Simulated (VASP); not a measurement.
Wanted: the native input for a VASP 6.6.1 run.

| Quantity | Value |
| --- | --- |
| Task | single point |
| Functional | RPBE |
| Potentials or basis | VASP PAW PBE potentials, release 64 (Ni) |
| Cutoff | 520 eV |
| k mesh | 6 × 6 × 6 |
| Occupations | fermi-dirac, width 0.05 eV |
| Spin | collinear spin, ferromagnetic start |
| Starting moments | [0.8, 0.8, 0.8, 0.8, 0.8, 0.8, 0.8, 0.8] μB |
| Dipole correction | no |
| Further INCAR settings | ALGO = Normal; EDIFF = 1e-07; NBANDS = 54 |

The structure of Ni lies in POSCAR:

```
Ni
1.0
    4.5114659494      0.0000000000      0.0000000000
    0.0000000000      4.5114659494      0.0000000000
    0.0000000000      0.0000000000      4.5114659494
Ni
8
Direct
    1.0000000000      1.0000000000      0.0000000000
    0.5000000000      0.5000000000      0.5000000000
    0.2500000000      0.0000000000      0.5000000000
    0.7500000000      0.0000000000      0.5000000000
    0.5000000000      0.2500000000      0.0000000000
    0.5000000000      0.7500000000      0.0000000000
    0.0000000000      0.5000000000      0.2500000000
    0.0000000000      0.5000000000      0.7500000000
```

One way to write it, as run:

INCAR

```
PREC = Accurate
ENCUT = 520
EDIFF = 1E-7
ISMEAR = -1
SIGMA = 0.05
LREAL = False
LASPH = True
NELM = 150
ALGO = Normal
ISIF = 2
LWAVE = False
LCHARG = True
ISPIN = 2
MAGMOM = 0.8 0.8 0.8 0.8 0.8 0.8 0.8 0.8
LORBIT = 11
LMAXMIX = 4
GGA = RP
LELF = True
LVHAR = True
NBANDS = 54
```

KPOINTS

```
regular mesh
0
Gamma
  6 6 6
```

Potentials or basis: VASP PAW PBE potentials, release 64 (Ni).

Command:

```bash
$ cat potpaw_PBE.64/Ni/POTCAR > POTCAR
$ mpirun -np 1 vasp_std > vasp.out
```

Results of the run:

| Quantity | Value |
| --- | --- |
| Pressure | 0.1 GPa |
| Net moment | 4.61 μB per cell |
| Site moments | Ni +0.60, +0.59 μB |
| Valence electrons inside the program's atomic spheres | Ni 9.24 |

Caveat: the PAW data sets were made with another functional, which shifts forces and pressure a little.

Run time: 7.2 min on 1 thread of Oxide Virtual Turin-like Processor (shared host), peak memory 0.28 GiB.
